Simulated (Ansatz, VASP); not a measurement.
**Ba2SrN2 in VASP and in Ansatz**

Contents of INCAR:

```
PREC = Accurate ; ENCUT = 520
EDIFF = 1E-6 ; ISMEAR = -1
SIGMA = 0.05 ; LREAL = F
LASPH = T ; NELM = 60
ALGO = Normal ; ISIF = 2
LWAVE = F ; LCHARG = F
GGA = PE ; IVDW = 13
NBANDS = 28
```

The input KPOINTS:

```
regular mesh
0
Gamma
  6 6 2
```

The input POSCAR:

```
Ba2SrN2
1.0
    3.9630595558      0.0000000000      0.0000000000
   -1.9815297779      3.4321103171      0.0000000000
    0.0000000000      0.0000000000     10.6479461730
Ba Sr N
2 1 2
Direct
    0.6666666667      0.3333333333      0.2154780000
    0.3333333333      0.6666666667      0.7845220000
    0.0000000000      0.0000000000      0.5000000000
    0.6666666667      0.3333333333      0.6607440000
    0.3333333333      0.6666666667      0.3392560000
```

Input for Ansatz:

```yaml
crystal:
  lattice:
    - [3.9630595558203625, 0.0, 0.0]
    - [-1.9815297779101813, 3.4321103171299483, 0.0]
    - [0.0, 0.0, 10.647946173003762]
  atoms:
    - { symbol: Ba, position: [0.6666666666666666, 0.3333333333333333, 0.215478] }
    - { symbol: Ba, position: [0.3333333333333333, 0.6666666666666666, 0.784522] }
    - { symbol: Sr, position: [0.0, 0.0, 0.5] }
    - { symbol: "N", position: [0.6666666666666666, 0.3333333333333333, 0.660744] }
    - { symbol: "N", position: [0.3333333333333333, 0.6666666666666666, 0.339256] }
kpoints:
  mp_grid:
    grid: [6, 6, 2]
hamiltonian:
  xc: pbe
  dispersion: d4
  pseudopotentials:
    kind: nc
scf:
  occupations:
    method: fermi_dirac
    width: 0.05
output:
  stress: true
```

Alike in both runs: task single point; functional PBE; dispersion D4; k mesh 6 × 6 × 2; occupations fermi-dirac, width 0.05 eV; no spin polarisation.

|  | VASP | Ansatz |
| --- | --- | --- |
| version | VASP 6.6.1 | Ansatz 0.2.0 |
| potentials or method | VASP PAW PBE potentials, release 64 (Ba_sv, Sr_sv, N) | plane waves, norm-conserving potentials |
| plane-wave cutoff (eV) | 520 | 1240 |
| valence electrons in the cell | 40 | 40 |

VASP gave:

* pressure (GPa): -2.0
* traceless stress, the component that is largest in VASP (GPa): 0.05

Which values does Ansatz return?

Pressure (GPa): -3.0; traceless stress, the component that is largest in VASP (GPa): 0.21.

Neither program's run includes spin-orbit coupling.
